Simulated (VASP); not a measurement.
Input of a VASP 6.6.1 run:

Contents of INCAR:

```
SYSTEM = Ag
ALGO     = Normal         ! electronic algorithm
EDIFF    = 1E-6           ! SCF threshold, eV
ENCUT    = 520            ! plane-wave cutoff, eV
GGA      = PE             ! functional
ISIF     = 2              ! what is computed and relaxed
ISMEAR   = -1             ! smearing method
LASPH    = .True.         ! aspherical terms in the spheres
LCHARG   = .False.        ! write CHGCAR
LREAL    = .False.        ! projectors in reciprocal space
LWAVE    = .False.        ! write WAVECAR
NBANDS   = 30             ! bands
NELM     = 60             ! most SCF steps
PREC     = Accurate       ! precision mode
SIGMA    = 0.08           ! smearing width, eV
```

KPOINTS

```
k-points
0
Gamma
  14 14 4
  0 0 0
```

File POSCAR:

```
Ag
1.0
    2.8668278625      0.0000000000      0.0000000000
   -1.4334139312      2.4827457572      0.0000000000
    0.0000000000      0.0000000000      9.9328838838
Ag
4
Direct
    0.3333333333      0.6666666667      0.2500000000
    0.6666666667      0.3333333333      0.7500000000
    0.0000000000      0.0000000000      0.0000000000
    0.0000000000      0.0000000000      0.5000000000
```

Potentials or basis: VASP PAW PBE potentials, release 64 (Ag).

Command:

```bash
$ cat potpaw_PBE.64/Ag/POTCAR > POTCAR
$ mpirun -np 1 vasp_std > vasp.out
```

Question: Predict the band gap on the k mesh.

Answer: Zero (bands 22 and 23 overlap by 6.16 eV).

Question: Predict the pressure.

Answer: 1.4 GPa.

Stress tensor (GPa, compression positive):
```
 3.19  0.00  0.00
 0.00  3.19  0.00
 0.00  0.00 -2.27
```
